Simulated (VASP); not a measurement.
Set up this calculation in VASP 6.6.1, as the native input.

| Property | Result |
| --- | --- |
| Task | relaxation of cell and atoms |
| Functional | PBE |
| Potentials or basis | VASP PAW PBE potentials, release 64 (Os, Rh_pv) |
| Cutoff | 600 eV |
| k mesh | 18 × 18 × 18 |
| Occupations | gaussian, width 0.1 eV |
| Spin | no spin polarisation |
| Dipole correction | no |
| Further INCAR settings | ALGO = Fast; EDIFF = 1e-06; IBRION = 2; EDIFFG = -0.01; NSW = 100; ISIF = 3 |

The structure of OsRh lies in POSCAR:

```
OsRh
1.0
    3.0757102654      0.0000000000      0.0000000000
    0.0000000000      3.0757102654      0.0000000000
    0.0000000000      0.0000000000      3.0757102654
Os Rh
1 1
Direct
    0.0000000000      0.0000000000      0.0000000000
    0.5000000000      0.5000000000      0.5000000000
```

One way to write it, as run:

INCAR

```
SYSTEM = OsRh
PREC = Accurate
ENCUT = 600
EDIFF = 1E-6
ISMEAR = 0
SIGMA = 0.1
LREAL = .FALSE.
LASPH = .TRUE.
NELM = 100
ALGO = Fast
ISIF = 3
LWAVE = .FALSE.
LCHARG = .FALSE.
GGA = PE
IBRION = 2
NSW = 100
EDIFFG = -0.01
```

KPOINTS

```
Automatic mesh
0
G
  18 18 18
  0 0 0
```

Potentials or basis: VASP PAW PBE potentials, release 64 (Os, Rh_pv).

Run with:

```bash
$ cat potpaw_PBE.64/Os/POTCAR potpaw_PBE.64/Rh_pv/POTCAR > POTCAR
$ mpirun -np 1 vasp_std > vasp.out
```

Results of the run:

```
Relaxed volume                        : 14.55 Å³/atom
Relaxed cell                          : a = 3.076 Å, b = 3.076 Å, c = 3.076 Å, α = 90.00°, β = 90.00°, γ = 90.00°
Space group after relaxing (to 0.1 Å) : Pm-3m (No. 221)
Energy gained by relaxing             : 0.0 meV/atom
Ionic steps                           : 3
Pressure after relaxing               : 0.0 GPa
Band gap on the k mesh                : zero (an odd number of electrons rules out a gap without spin polarisation)
```

Caveat: spin-orbit coupling is left out, which moves the levels of the heavy elements.

Wall time 110 s on 1 thread of Intel(R) Xeon(R) Platinum 8559C (Emerald Rapids), on a shared host, peak memory 0.27 GiB.
